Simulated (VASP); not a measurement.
# CsOs (R-3m) in VASP: single point with PBE

Aim: the single point of CsOs with PBE.

All numbers are computed with VASP 6.6.1; they aren't measurements. Logs are shortened: lines on timing, memory, paths and dates and some standing lists are left out, and cuts for length are marked.

### Step 1. The cell of the first run

The structure is trigonal, space group R-3m (No. 166). Conventional cell: a = 3.078 Å, b = 3.078 Å, c = 18.453 Å, α = 90.00°, β = 90.00°, γ = 120.00°. Cs (site symmetry -3m) has 6 Cs at 3.08 Å and 6 Os at 3.55 Å within 4.1 Å. Os (site symmetry -3m) has 6 Os at 3.08 Å and 6 Cs at 3.55 Å within 4.1 Å.

The cell was generated, and may not be a known phase.

### Step 2. Single point, PBE

The input, INCAR:

```
SYSTEM = CsOs
ALGO = Normal ; EDIFF = 1E-6
ENCUT = 560 ; GGA = PE
GGA_COMPAT = .False. ; ISIF = 2
ISMEAR = 0 ; LASPH = .True.
LCHARG = .False. ; LREAL = .False.
LWAVE = .False. ; NBANDS = 20
NELM = 120 ; PREC = Accurate
SIGMA = 0.1
```

The input, KPOINTS:

```
k-points
0
Gamma
  21 21 21
  0 0 0
```

The input, POSCAR:

```
CsOs
1.0
    1.5388215615      0.8884390428      6.1509060348
   -1.5388215615      0.8884390428      6.1509060348
    0.0000000000     -1.7768780856      6.1509060348
Cs Os
1 1
Direct
    0.5000000000      0.5000000000      0.5000000000
    0.0000000000      0.0000000000      0.0000000000
```

Potentials or basis: VASP PAW PBE potentials, release 64 (Cs_sv, Os_sv_GW).

The run is started by

```
$ cat potpaw_PBE.64/Cs_sv/POTCAR potpaw_PBE.64/Os_sv_GW/POTCAR > POTCAR
$ mpirun -np 1 vasp_std > vasp.out
```

OUTCAR:

```text
SYSTEM = CsOs
   EDIFF = 1E-6
   ENCUT = 560
   GGA = PE
   ISIF = 2
   ISMEAR = 0
   LASPH = .True.
   LREAL = .False.
   NELM = 120
   PREC = Accurate

 ion  position               nearest neighbor table
   1  0.500  0.500  0.500-
   2  0.000  0.000  0.000-

  LATTYP: Found a trigonal (rhomboedric) cell.
 ALAT       =     6.4024167921
 COS(alpha) =     0.8844636521

  Lattice vectors:

 A1 = (   1.5388215615,   0.8884390428,   6.1509060348)
 A2 = (  -1.5388215615,   0.8884390428,   6.1509060348)
 A3 = (   0.0000000000,  -1.7768780856,   6.1509060348)

Analysis of symmetry for initial positions (statically):
=====================================================================
 Subroutine PRICEL returns:
 Original cell was already a primitive cell.

 Routine SETGRP: Setting up the symmetry group for a
 trigonal (rhombohedral) supercell.

 Subroutine GETGRP returns: Found 12 space group operations
 (whereof 12 operations were pure point group operations)
 out of a pool of 12 trial point group operations.

The static configuration has the point symmetry D_3d.

Analysis of symmetry for dynamics (positions and initial velocities):
=====================================================================
 Subroutine PRICEL returns:
 Original cell was already a primitive cell.

 Routine SETGRP: Setting up the symmetry group for a
 trigonal (rhombohedral) supercell.

 Subroutine GETGRP returns: Found 12 space group operations
 (whereof 12 operations were pure point group operations)
 out of a pool of 12 trial point group operations.

The dynamic configuration has the point symmetry D_3d.

 Subroutine INISYM returns: Found 12 space group operations
 (whereof 12 operations are pure point group operations),
 and found     1 'primitive' translations

----------------------------------------------------------------------------------------

                                     Primitive cell

  volume of cell :      50.4552

  direct lattice vectors                    reciprocal lattice vectors
     1.538821562  0.888439043  6.150906035     0.324923963  0.187594937  0.054192558
    -1.538821562  0.888439043  6.150906035    -0.324923963  0.187594937  0.054192558
     0.000000000 -1.776878086  6.150906035     0.000000000 -0.375189875  0.054192558

  length of vectors
     6.402416792  6.402416792  6.402416792     0.379083468  0.379083468  0.379083468

  position of ions in fractional coordinates (direct lattice)
     0.500000000  0.500000000  0.500000000
     0.000000000  0.000000000  0.000000000

  ion indices of the primitive-cell ions
   primitive index   ion index
                 1           1
                 2           2

----------------------------------------------------------------------------------------

 KPOINTS: k-points

Automatic generation of k-mesh.
 Grid dimensions read from file:
 generate k-points for:   21   21   21

 Generating k-lattice:

  Cartesian coordinates                     Fractional coordinates (reciprocal lattice)
     0.015472570  0.008933092  0.002580598     0.047619048  0.000000000 -0.000000000
    -0.015472570  0.008933092  0.002580598     0.000000000  0.047619048 -0.000000000
     0.000000000 -0.017866185  0.002580598    -0.000000000 -0.000000000  0.047619048

  Length of vectors
     0.018051594  0.018051594  0.018051594

  Shift w.r.t. Gamma in fractional coordinates (k-lattice)
     0.000000000  0.000000000  0.000000000

 Subroutine IBZKPT returns following result:
 ===========================================

 Found    891 irreducible k-points:

 Following reciprocal coordinates:
            Coordinates               Weight
  0.000000  0.000000  0.000000      1.000000
  0.047619 -0.000000  0.000000      6.000000
  0.095238  0.000000  0.000000      6.000000
  0.142857  0.000000 -0.000000      6.000000
  0.190476  0.000000  0.000000      6.000000
  0.238095 -0.000000  0.000000      6.000000
[... 16 lines left out ...]
 -0.428571  0.047619  0.000000     12.000000
 -0.380952  0.047619  0.000000     12.000000
 [... further k-points ...]
   k-points           NKPTS =    891   k-points in BZ     NKDIM =    891   number of bands    NBANDS=     20
   number of dos      NEDOS =    301   number of ions     NIONS =      2
   total plane-waves  NPLWV = 125000
   dimension x,y,z NGX =    50 NGY =   50 NGZ =   50
   dimension x,y,z NGXF=   100 NGYF=  100 NGZF=  100
   ions per type =               1   1
   NGX,Y,Z   is equivalent  to a cutoff of  12.98, 12.98, 12.98 a.u.
   NGXF,Y,Z  is equivalent  to a cutoff of  25.97, 25.97, 25.97 a.u.
 SYSTEM =  CsOs
   PREC   = accura    normal or accurate (medium, high low for compatibility)
   ISTART =      0    job   : 0-new  1-cont  2-samecut
   ICHARG =      2    charge: 1-file 2-atom 10-const
   ISPIN  =      1    spin polarized calculation?
   LNONCOLLINEAR =      F non collinear calculations
   LSORBIT =      F    spin-orbit coupling
   LASPH  =      T    aspherical Exc in radial PAW
   ENCUT  =  560.0 eV  41.16 Ry    6.42 a.u.  12.35 12.35 12.35*2*pi/ulx,y,z
   NELM   =    120;   NELMIN=  2; NELMDL= -5     # of ELM steps
   EDIFF  = 0.1E-05   stopping-criterion for ELM
   LREAL  =      F    real-space projection
   EDIFFG = 0.1E-04   stopping-criterion for IOM
   NSW    =      0    number of steps for IOM
   IBRION =     -1    ionic relax: 0-MD 1-quasi-New 2-CG
   NFREE  =      0    steps in history (QN), initial steepest desc. (CG)
   ISIF   =      2    stress and relaxation
   ISYM   =      2    0-nonsym 1-usesym 2-fastsym
   POTIM  = 0.5000    time-step for ionic-motion
   TEBEG  =    0.0;   TEEND  =   0.0 temperature during run
   PSTRESS=    0.0 pullay stress
   NELECT =      25.0000    total number of electrons
   NUPDOWN=      -1.0000    fix difference up-down
   EMIN   =  10.00;   EMAX   =-10.00  energy-range for DOS
   EFERMI =   0.00;   METHOD = LEGACY
   ISMEAR =     0;   SIGMA  =   0.10  broadening in eV -4-tet -1-fermi 0-gaus
   EFERMI_NEDOS =   21; number of points for ismear=-14 and -15
   IALGO  =     38    algorithm
   IMIX   =      4    mixing-type and parameters
     AMIX     =   0.40;   BMIX     =  1.00
     AMIX_MAG =   1.60;   BMIX_MAG =  1.00
  volume/ion in A,a.u.               =      25.23       170.24
  Fermi-wavevector in a.u.,A,eV,Ry     =   1.295446  2.448039 22.833041  1.678181
  Thomas-Fermi vector in A             =   2.426966
   LORBIT       =      0    0 simple, 1 ext, 2 COOP (PROOUT), +10 PAW based schemes
   GGA     = PE    functional components
   LHFCALC =     F    Hartree Fock is set to
   AEXX    =    0.0000 exact exchange contribution
   IVDW    =     0    specifies the selected vdW correction
   LEPSILON=     F    determine dielectric tensor
   LRPA    =     F    only Hartree local field effects (RPA)
 non-spin polarized calculation
 Gauss-broadening in eV      SIGMA  =   0.10
  energy-cutoff  :      560.00
  volume of cell :       50.46
 maximum number of plane-waves:      1539
 NGX is ok and might be reduce to    50
   NGX = 25   NGY = 25   NGZ = 25

 number of electron      24.9999999 magnetization

 Free energy of the ion-electron system (eV)
  ---------------------------------------------------
  ext. energy  EPLUGINS =         0.00000000
  ---------------------------------------------------
  free energy    TOTEN  =        -8.67037958 eV

  energy without entropy =       -8.65466270  energy(sigma->0) =       -8.66252114

 E-fermi :   6.2133     XC(G=0): -11.1014

 val. band max:        6.2122995608   @ k =  -0.2857  -0.3333   0.1429
 cond. band min:       6.2134581738   @ k =   0.2381   0.1429   0.0952
 fundamental gap:      0.0011586130
 Fermi energy:         6.2132778093

 k-point     1 :       0.0000    0.0000    0.0000
  band No.  band energies     occupation
      1     -79.3297      2.00000
      2     -38.6082      2.00000
      3     -38.6082      2.00000
      4     -38.5065      2.00000
      5     -18.4916      2.00000
      6      -4.8530      2.00000
[... 12 lines left out ...]
     19      15.1329      0.00000
     20      15.8790      0.00000

 k-point     2 :       0.0476   -0.0000    0.0000
  band No.  band energies     occupation
      1     -79.3295      2.00000
      2     -38.6127      2.00000
      3     -38.6093      2.00000
      4     -38.5060      2.00000
      5     -18.4584      2.00000
      6      -4.8230      2.00000
[... 12 lines left out ...]
     19      15.1481      0.00000
     20      16.2606      0.00000

 k-point     3 :       0.0952    0.0000    0.0000
  band No.  band energies     occupation
      1     -79.3288      2.00000
      2     -38.6258      2.00000
      3     -38.6125      2.00000
      4     -38.5043      2.00000
      5     -18.3602      2.00000
      6      -4.7338      2.00000
[... 12 lines left out ...]
     19      15.0493      0.00000
     20      15.5964      0.00000

 k-point     4 :       0.1429    0.0000   -0.0000
  band No.  band energies     occupation
      1     -79.3278      2.00000
      2     -38.6463      2.00000
      3     -38.6177      2.00000
      4     -38.5019      2.00000
      5     -18.2004      2.00000
      6      -4.5889      2.00000
[... 12 lines left out ...]
     19      14.3790      0.00000
     20      15.6165      0.00000

 k-point     5 :       0.1905    0.0000    0.0000
  band No.  band energies     occupation
      1     -79.3266      2.00000
      2     -38.6726      2.00000
      3     -38.6242      2.00000
      4     -38.4987      2.00000
      5     -17.9854      2.00000
      6      -4.3942      2.00000
[... 12 lines left out ...]
     19      13.9383      0.00000
     20      15.8457      0.00000
[... 353 lines left out ...]
      6      -7.4189      2.00000
[... 12 lines left out ...]
     19      14.2094      0.00000
     20      16.8024      0.00000

 k-point    22 :      -0.4762    0.0476    0.0000
  band No.  band energies     occupation
      1     -79.3197      2.00000
      2     -38.8076      2.00000
      3     -38.6615      2.00000
      4     -38.4812      2.00000
      5     -16.4907      2.00000
      6      -7.5554      2.00000
[... 12 lines left out ...]
     19      14.2429      0.00000
     20      16.7156      0.00000

 k-point    23 :      -0.4286    0.0476    0.0000
  band No.  band energies     occupation
      1     -79.3200      2.00000
      2     -38.8034      2.00000
      3     -38.6603      2.00000
      4     -38.4818      2.00000
      5     -16.5528      2.00000
      6      -7.4189      2.00000
[... 12 lines left out ...]
     19      14.3763      0.00000
     20      16.7250      0.00000

 k-point    24 :      -0.3810    0.0476    0.0000
  band No.  band energies     occupation
      1     -79.3205      2.00000
      2     -38.7907      2.00000
      3     -38.6569      2.00000
      4     -38.4834      2.00000
      5     -16.7257      2.00000
      6      -7.0247      2.00000
[... 12 lines left out ...]
     19      14.6727      0.00000
     20      16.7622      0.00000

 [... further k-points ...]

------------------------ aborting loop because EDIFF is reached ----------------------------------------

  FORCE on cell =-STRESS in cart. coord.  units (eV):
  Direction    XX          YY          ZZ          XY          YZ          ZX
  --------------------------------------------------------------------------------------
  -------------------------------------------------------------------------------------
  Total        0.1447997      0.1447997      0.0397281      0.0000000     -0.0000000      0.0000000
  in kB        4.5980324      4.5980324      1.2615432      0.0000000     -0.0000000      0.0000000
  external PRESSURE =       3.4858693 kB  Pullay stress =       0.0000000 kB

 VOLUME and BASIS-vectors are now :
 -----------------------------------------------------------------------------
  energy-cutoff  :      560.00
  volume of cell :       50.46
      direct lattice vectors                 reciprocal lattice vectors
     1.538821562  0.888439043  6.150906035     0.324923963  0.187594937  0.054192558
    -1.538821562  0.888439043  6.150906035    -0.324923963  0.187594937  0.054192558
     0.000000000 -1.776878086  6.150906035     0.000000000 -0.375189875  0.054192558

 POSITION                                       TOTAL-FORCE (eV/Angst)
 -----------------------------------------------------------------------------------
      0.00000      0.00000      9.22636        -0.000000      0.000000     -0.000000
      0.00000      0.00000      0.00000         0.000000     -0.000000      0.000000
 -----------------------------------------------------------------------------------
    total drift:                               -0.000000     -0.000000     -0.000000

  FREE ENERGIE OF THE ION-ELECTRON SYSTEM (eV)
  ---------------------------------------------------
  free  energy   TOTEN  =        -8.6703795774 eV

  energy  without entropy=       -8.6546627029  energy(sigma->0) =       -8.66252114
```

Wall time 59 min (1 thread of Intel Xeon Platinum 8259CL at 2.50GHz (Skylake/Cascade Lake), shared host); peak memory 1.2 GiB.

Results:

| Item | Value |
| --- | --- |
| Free energy | -8.6704 eV |
| Pressure | 0.3 GPa |
| Band gap on the k mesh | zero (an odd number of electrons rules out a gap without spin polarisation) |

Caveat: spin-orbit coupling is left out, which moves the levels of the heavy elements.
